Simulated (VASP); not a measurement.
# KI (I4/mmm) in VASP: a series of runs

Aim: see how the results for KI move with the level of theory and the settings. Levels: PBE, r2SCAN. Tasks: single point.

Program: VASP 6.6.1. These are calculated values, not measurements. Logs are shortened: lines on timing, memory, paths and dates and some standing lists are left out, and cuts for length are marked.

## (1) The cell of the first run

The structure is tetragonal, space group I4/mmm (No. 139). The conventional cell has a = 5.012 Å, b = 5.012 Å, c = 6.993 Å, α = 90.00°, β = 90.00°, γ = 90.00°. Within 4.6 Å of K (site symmetry 4/mmm) lie 6 I at 3.50 to 3.54 Å. Within 4.6 Å of I (site symmetry 4/mmm) lie 6 K at 3.50 to 3.54 Å.

## (2) Single point, PBE (uniaxial x strain -1.4%)

INCAR reads:

```
SYSTEM = KI
PREC = Accurate ; ENCUT = 520
EDIFF = 1E-6 ; ISMEAR = -1
SIGMA = 0.02 ; LREAL = .FALSE.
LASPH = .TRUE. ; NELM = 60
ALGO = Normal ; ISIF = 2
LWAVE = .FALSE. ; LCHARG = .FALSE.
GGA = PE ; NBANDS = 15
```

KPOINTS reads:

```
Automatic mesh
0
G
  6 6 6
  0 0 0
```

POSCAR reads:

```
KI
1.0
    0.0000000000      3.5442832400      3.5442832400
    3.4964354162      0.0000000000      3.5442832400
    3.4964354162      3.5442832400      0.0000000000
K I
1 1
Direct
    0.0000000000      0.0000000000      0.0000000000
    0.5000000000      0.5000000000      0.5000000000
```

Potentials or basis: VASP PAW PBE potentials, release 64 (K_sv, I).

Command:

```
> cat potpaw_PBE.64/K_sv/POTCAR potpaw_PBE.64/I/POTCAR > POTCAR
> mpirun -np 1 vasp_std > vasp.out
```

OUTCAR:

```text
SYSTEM = KI
   PREC = Accurate
   ENCUT = 520
   EDIFF = 1E-6
   ISMEAR = -1
   LREAL = .FALSE.
   LASPH = .TRUE.
   NELM = 60
   ISIF = 2
   GGA = PE

 ion  position               nearest neighbor table
   1  0.000  0.000  0.000-   2 3.50   2 3.50   2 3.54   2 3.54   2 3.54   2 3.54
   2  0.500  0.500  0.500-   1 3.50   1 3.50   1 3.54   1 3.54   1 3.54   1 3.54

  LATTYP: Found a body centered tetragonal cell.
 ALAT       =     5.0123734269
 C/A-ratio  =     1.3951216793

  Lattice vectors:

 A1 = (  -3.4964354162,   0.0000000000,  -3.5442832400)
 A2 = (  -3.4964354162,   0.0000000000,   3.5442832400)
 A3 = (   3.4964354162,   3.5442832400,   0.0000000000)

Analysis of symmetry for initial positions (statically):
=====================================================================
 Subroutine PRICEL returns:
 Original cell was already a primitive cell.

 Routine SETGRP: Setting up the symmetry group for a
 body centered tetragonal supercell.

 Subroutine GETGRP returns: Found 16 space group operations
 (whereof 16 operations were pure point group operations)
 out of a pool of 16 trial point group operations.

The static configuration has the point symmetry D_4h.

Analysis of symmetry for dynamics (positions and initial velocities):
=====================================================================
 Subroutine PRICEL returns:
 Original cell was already a primitive cell.

 Routine SETGRP: Setting up the symmetry group for a
 body centered tetragonal supercell.

 Subroutine GETGRP returns: Found 16 space group operations
 (whereof 16 operations were pure point group operations)
 out of a pool of 16 trial point group operations.

The dynamic configuration has the point symmetry D_4h.

 Subroutine INISYM returns: Found 16 space group operations
 (whereof 16 operations are pure point group operations),
 and found     1 'primitive' translations

----------------------------------------------------------------------------------------

                                     Primitive cell

  volume of cell :      87.8440

  direct lattice vectors                    reciprocal lattice vectors
     0.000000000  3.544283240  3.544283240    -0.143002784  0.141072247  0.141072247
     3.496435416  0.000000000  3.544283240     0.143002784 -0.141072247  0.141072247
     3.496435416  3.544283240  0.000000000     0.143002784  0.141072247 -0.141072247

  length of vectors
     5.012373427  4.978654869  4.978654869     0.245463957  0.245463957  0.245463957

  position of ions in fractional coordinates (direct lattice)
     0.000000000  0.000000000  0.000000000
     0.500000000  0.500000000  0.500000000

  ion indices of the primitive-cell ions
   primitive index   ion index
                 1           1
                 2           2

----------------------------------------------------------------------------------------

 KPOINTS: Automatic mesh

Automatic generation of k-mesh.
 Grid dimensions read from file:
 generate k-points for:    6    6    6

 Generating k-lattice:

  Cartesian coordinates                     Fractional coordinates (reciprocal lattice)
    -0.023833797  0.023512041  0.023512041     0.166666667  0.000000000  0.000000000
     0.023833797 -0.023512041  0.023512041     0.000000000  0.166666667 -0.000000000
     0.023833797  0.023512041 -0.023512041     0.000000000 -0.000000000  0.166666667

  Length of vectors
     0.040910659  0.040910659  0.040910659

  Shift w.r.t. Gamma in fractional coordinates (k-lattice)
     0.000000000  0.000000000  0.000000000

 Subroutine IBZKPT returns following result:
 ===========================================

 Found     30 irreducible k-points:

 Following reciprocal coordinates:
            Coordinates               Weight
  0.000000  0.000000  0.000000      1.000000
  0.166667  0.000000  0.000000      8.000000
  0.333333  0.000000  0.000000      8.000000
  0.500000  0.000000  0.000000      4.000000
  0.166667  0.166667  0.000000      4.000000
  0.333333  0.166667 -0.000000     16.000000
[... 16 lines left out ...]
 -0.333333  0.500000  0.166667      4.000000
  0.333333 -0.333333  0.166667      8.000000
 [... further k-points ...]
   k-points           NKPTS =     30   k-points in BZ     NKDIM =     30   number of bands    NBANDS=     15
   number of dos      NEDOS =    301   number of ions     NIONS =      2
   total plane-waves  NPLWV =  64000
   dimension x,y,z NGX =    40 NGY =   40 NGZ =   40
   dimension x,y,z NGXF=    80 NGYF=   80 NGZF=   80
   ions per type =               1   1
   NGX,Y,Z   is equivalent  to a cutoff of  13.27, 13.36, 13.36 a.u.
   NGXF,Y,Z  is equivalent  to a cutoff of  26.53, 26.71, 26.71 a.u.
 SYSTEM =  KI
   PREC   = accura    normal or accurate (medium, high low for compatibility)
   ISTART =      0    job   : 0-new  1-cont  2-samecut
   ICHARG =      2    charge: 1-file 2-atom 10-const
   ISPIN  =      1    spin polarized calculation?
   LNONCOLLINEAR =      F non collinear calculations
   LSORBIT =      F    spin-orbit coupling
   LASPH  =      T    aspherical Exc in radial PAW
   ENCUT  =  520.0 eV  38.22 Ry    6.18 a.u.   9.32  9.26  9.26*2*pi/ulx,y,z
   NELM   =     60;   NELMIN=  2; NELMDL= -5     # of ELM steps
   EDIFF  = 0.1E-05   stopping-criterion for ELM
   LREAL  =      F    real-space projection
   EDIFFG = 0.1E-04   stopping-criterion for IOM
   NSW    =      0    number of steps for IOM
   IBRION =     -1    ionic relax: 0-MD 1-quasi-New 2-CG
   NFREE  =      0    steps in history (QN), initial steepest desc. (CG)
   ISIF   =      2    stress and relaxation
   ISYM   =      2    0-nonsym 1-usesym 2-fastsym
   POTIM  = 0.5000    time-step for ionic-motion
   TEBEG  =    0.0;   TEEND  =   0.0 temperature during run
   PSTRESS=    0.0 pullay stress
   NELECT =      16.0000    total number of electrons
   NUPDOWN=      -1.0000    fix difference up-down
   EMIN   =  10.00;   EMAX   =-10.00  energy-range for DOS
   EFERMI =   0.00;   METHOD = LEGACY
   ISMEAR =    -1;   SIGMA  =   0.02  broadening in eV -4-tet -1-fermi 0-gaus
   EFERMI_NEDOS =   21; number of points for ismear=-14 and -15
   IALGO  =     38    algorithm
   IMIX   =      4    mixing-type and parameters
     AMIX     =   0.40;   BMIX     =  1.00
     AMIX_MAG =   1.60;   BMIX_MAG =  1.00
  volume/ion in A,a.u.               =      43.92       296.40
  Fermi-wavevector in a.u.,A,eV,Ry     =   0.927992  1.753650 11.716907  0.861168
  Thomas-Fermi vector in A             =   2.054120
   LORBIT       =      0    0 simple, 1 ext, 2 COOP (PROOUT), +10 PAW based schemes
   GGA     = PE    functional components
   LHFCALC =     F    Hartree Fock is set to
   AEXX    =    0.0000 exact exchange contribution
   IVDW    =     0    specifies the selected vdW correction
   LEPSILON=     F    determine dielectric tensor
   LRPA    =     F    only Hartree local field effects (RPA)
 non-spin polarized calculation
  energy-cutoff  :      520.00
  volume of cell :       87.84
 maximum number of plane-waves:      2385
 NGX is ok and might be reduce to    40
   NGX = 19   NGY = 19   NGZ = 19

 number of electron      15.9999999 magnetization

 Free energy of the ion-electron system (eV)
  ---------------------------------------------------
  ext. energy  EPLUGINS =         0.00000000
  ---------------------------------------------------
  free energy    TOTEN  =        -5.55408146 eV

  energy without entropy =       -5.55408146  energy(sigma->0) =       -5.55408146

 E-fermi :   0.0740     XC(G=0):  -7.1928

 val. band max:       -0.3936143934   @ k =   0.0000   0.0000   0.0000
 cond. band min:       3.5752639257   @ k =   0.0000   0.0000   0.0000
 fundamental gap:      3.9688783190
 Fermi energy:         0.0739526915

 k-point     1 :       0.0000    0.0000    0.0000
  band No.  band energies     occupation
      1     -28.8908      2.00000
      2     -12.3793      2.00000
      3     -12.3788      2.00000
      4     -12.3788      2.00000
      5     -10.9040      2.00000
      6      -0.3970      2.00000
      7      -0.3970      2.00000
      8      -0.3936      2.00000
      9       3.5753      0.00000
     10       6.0726      0.00000
     11       6.0726      0.00000
     12       6.1543      0.00000
     13       6.7920      0.00000
     14       6.8474      0.00000
     15       9.3968      0.00000

 k-point     2 :       0.1667    0.0000    0.0000
  band No.  band energies     occupation
      1     -28.8902      2.00000
      2     -12.4208      2.00000
      3     -12.3796      2.00000
      4     -12.3795      2.00000
      5     -10.8300      2.00000
      6      -0.8168      2.00000
      7      -0.4888      2.00000
      8      -0.4856      2.00000
      9       4.2002      0.00000
     10       6.0204      0.00000
     11       6.3668      0.00000
     12       6.4180      0.00000
     13       7.1099      0.00000
     14       7.1692      0.00000
     15      10.2694      0.00000

 k-point     3 :       0.3333    0.0000    0.0000
  band No.  band energies     occupation
      1     -28.8892      2.00000
      2     -12.4953      2.00000
      3     -12.3812      2.00000
      4     -12.3803      2.00000
      5     -10.6890      2.00000
      6      -1.4584      2.00000
      7      -0.6586      2.00000
      8      -0.6541      2.00000
      9       4.9590      0.00000
     10       6.6344      0.00000
     11       7.0721      0.00000
     12       7.1281      0.00000
     13       7.9553      0.00000
     14       8.0099      0.00000
     15       9.2980      0.00000
[... 343 lines left out ...]
 k-point    23 :      -0.3333    0.5000    0.1667
  band No.  band energies     occupation
      1     -28.8880      2.00000
      2     -12.4199      2.00000
      3     -12.4179      2.00000
      4     -12.4053      2.00000
      5     -10.7172      2.00000
      6      -1.2780      2.00000
      7      -0.9578      2.00000
      8      -0.9292      2.00000
      9       5.2646      0.00000
     10       6.0106      0.00000
     11       6.9864      0.00000
     12       7.9132      0.00000
     13       8.1535      0.00000
     14       9.2788      0.00000
     15       9.6913      0.00000

 k-point    24 :       0.3333   -0.3333    0.1667
  band No.  band energies     occupation
      1     -28.8882      2.00000
      2     -12.4684      2.00000
      3     -12.4032      2.00000
      4     -12.3943      2.00000
      5     -10.6740      2.00000
      6      -1.3733      2.00000
      7      -1.0373      2.00000
      8      -0.8504      2.00000
      9       5.8943      0.00000
     10       6.2255      0.00000
     11       6.6430      0.00000
     12       7.8569      0.00000
     13       8.4424      0.00000
     14       8.7997      0.00000
     15       9.4711      0.00000

 [... further k-points ...]

------------------------ aborting loop because EDIFF is reached ----------------------------------------

  FORCE on cell =-STRESS in cart. coord.  units (eV):
  Direction    XX          YY          ZZ          XY          YZ          ZX
  --------------------------------------------------------------------------------------
  -------------------------------------------------------------------------------------
  Total        0.5124379      0.3032407      0.3032407     -0.0000000      0.0000000     -0.0000000
  in kB        9.3462949      5.5307711      5.5307711     -0.0000000      0.0000000     -0.0000000
  external PRESSURE =       6.8026124 kB  Pullay stress =       0.0000000 kB

 VOLUME and BASIS-vectors are now :
 -----------------------------------------------------------------------------
  energy-cutoff  :      520.00
  volume of cell :       87.84
      direct lattice vectors                 reciprocal lattice vectors
     0.000000000  3.544283240  3.544283240    -0.143002784  0.141072247  0.141072247
     3.496435416  0.000000000  3.544283240     0.143002784 -0.141072247  0.141072247
     3.496435416  3.544283240  0.000000000     0.143002784  0.141072247 -0.141072247

 POSITION                                       TOTAL-FORCE (eV/Angst)
 -----------------------------------------------------------------------------------
      0.00000      0.00000      0.00000        -0.000000      0.000000      0.000000
      3.49644      3.54428      3.54428         0.000000     -0.000000     -0.000000
 -----------------------------------------------------------------------------------
    total drift:                                0.000000     -0.000000     -0.000000

  FREE ENERGIE OF THE ION-ELECTRON SYSTEM (eV)
  ---------------------------------------------------
  free  energy   TOTEN  =        -5.5540814623 eV

  energy  without entropy=       -5.5540814623  energy(sigma->0) =       -5.55408146
```

Run time: 16 s. Hardware: 1 thread of Intel Xeon 6975P-C (Granite Rapids), shared host; peak memory 0.24 GiB.

Results:

- Free energy: -5.5541 eV
- Pressure: 0.7 GPa
- Band gap on the k mesh: 3.97 eV

Levels at points of the mesh, in eV from the valence-band top:
| k point | band 5 | band 6 | band 7 | band 8 | band 9 | band 10 | band 11 | band 12 |
| --- | --- | --- | --- | --- | --- | --- | --- | --- |
| (0.00, 0.00, 0.00) | -10.51 | 0.00 | 0.00 | 0.00 | 3.97 | 6.47 | 6.47 | 6.55 |
| (0.50, 0.00, 0.00) | -10.23 | -1.33 | -0.34 | -0.34 | 5.52 | 7.72 | 8.10 | 8.20 |
| (0.50, 0.50, 0.00) | -10.37 | -1.01 | -0.37 | -0.36 | 4.93 | 5.77 | 8.09 | 8.72 |
| (0.00, 0.50, 0.50) | -10.36 | -1.00 | -0.39 | -0.39 | 4.92 | 5.78 | 8.12 | 8.73 |

Caveat: the cell differs from its parent crystal (uniaxial x strain -1.4%); spin-orbit coupling is left out, which moves the levels of the heavy elements.

(Part 1 of 3 ends here.)
